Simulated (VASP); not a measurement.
Runs of VASP 6.6.1 on LiF. The structure is that of space group Fm-3m (No. 225), or close to it. The cells are those of the table. 

```tsv
task	cell	k mesh	cutoff (eV)	smearing	gap on the mesh (eV)	pressure (GPa)	relaxed volume (Å³/atom)
relaxation of cell and atoms	relaxed from a = 2.887 Å, angles 60.0°, 2 atoms	8 × 8 × 8	750	gaussian 0.1 eV	(b)	-0.2	(c)
single point	a = 2.887 Å, angles 60.0°, 2 atoms	8 × 8 × 8	750	gaussian 0.1 eV	8.72	-4.8	-
single point	a = 2.832 Å, angles 60.0°, 2 atoms	8 × 8 × 8	750	gaussian 0.1 eV	(a)	-1.0	-
relaxation of cell and atoms	relaxed from a = 2.832 Å, angles 60.0°, 2 atoms	10 × 10 × 10	600	gaussian 0.02 eV	9.39	0.1	7.90
single point	a = 2.829 Å, angles 60.0°, 2 atoms	10 × 10 × 10	520	gaussian 0.02 eV	9.28	-	-
```

Alike in all rows: level PBE+D3(BJ); potentials or basis VASP PAW PBE potentials, release 64 (Li_sv, F); no spin polarisation.

Q: Estimate the missing entries.

A: (a) 9.23; (b) 9.30; (c) 7.97.

Caveats: the cutoff is under 1.25 times the usual one of these potentials, so pressure, stress and relaxed cells hold a basis-set (Pulay) error (some runs).

A k mesh can miss the band edges.
